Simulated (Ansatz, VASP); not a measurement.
**CO2 in VASP and in Ansatz**

```
CELL_PARAMETERS angstrom
6.05774 0.00000 -0.68150
0.00000 6.05774 0.00000
-0.68150 0.00000 5.81543
ATOMIC_POSITIONS crystal
C 0.00000 0.00000 0.00000
C 0.50000 0.00000 0.50000
C 0.50000 0.50000 0.00000
C 0.00000 0.50000 0.50000
O 0.11148 0.11148 0.11148
O 0.38852 0.88852 0.61148
O 0.61148 0.38852 0.88852
O 0.88852 0.61148 0.38852
O 0.88852 0.88852 0.88852
O 0.61148 0.11148 0.38852
O 0.38852 0.61148 0.11148
O 0.11148 0.38852 0.61148
```

Change from the starting cell: engineering shear strain xz -0.2250, normal strain along z -0.0400.

Alike in both runs: task single point; functional PBE; k mesh 4 × 4 × 4; occupations gaussian, width 0.05 eV; no spin polarisation.

|  | VASP | Ansatz |
| --- | --- | --- |
| version | VASP 6.6.1 | Ansatz 0.2.0 |
| potentials or method | VASP PAW PBE potentials, release 64 (C, O), cutoff 520 eV | scalar-relativistic, plane waves, PAW |
| valence electrons in the cell | 64 | 64 |

|  | VASP | Ansatz | Ansatz less VASP |
| --- | --- | --- | --- |
| gap on the k mesh at the Fermi level (eV) | 6.46 | 6.48 | +0.023 |
| least direct gap on the mesh (eV) | 6.46 | 6.48 | +0.023 |
| pressure (GPa) | 10.4 | 8.8 | -1.64 |
| traceless stress, the component that is largest in VASP (GPa) | 23.39 | 22.65 | -0.741 |
| rms of the force components (eV/Å) | 5.596 | 5.231 | -0.3648 |

Atom by atom the forces differ by 0.457 eV/Å (rms over components).

Noted on VASP's run: the standard files for N, O and F lose accuracy on very short bonds.
